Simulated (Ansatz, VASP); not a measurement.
# SnSe: VASP beside Ansatz

```
Sn Se
1.0
     0.00000    2.97259    2.97259
     2.97259    0.00000    2.97259
     2.97259    2.97259    0.00000
Sn Se
1 1
Direct
  0.00000 0.00000 0.00000
  0.50000 0.50000 0.50000
```

Alike in both runs: task single point; functional PBEsol; k mesh 8 × 8 × 8; occupations gaussian, width 0.02 eV; no spin polarisation.

|  | VASP | Ansatz |
| --- | --- | --- |
| version | VASP 6.6.1 | Ansatz 0.2.0 |
| potentials or method | VASP PAW PBE potentials, release 64 (Sn_d, Se), cutoff 500 eV | scalar-relativistic, plane waves, PAW |
| valence electrons in the cell | 20 | 30 |

|  | VASP | Ansatz | Ansatz less VASP |
| --- | --- | --- | --- |
| gap on the k mesh at the Fermi level (eV) | 0.75 | 0.75 | -0.001 |
| least direct gap on the mesh (eV) | 0.82 | 0.82 | -0.003 |
| pressure (GPa) | 0.0 | 0.0 | -0.03 |

VASP's potentials were made for PBE, not for PBEsol, and Ansatz warns of the same on its side. VASP's potentials hold 20 valence electrons a cell and Ansatz's 30, so a difference there can come from the potentials and not from the codes.
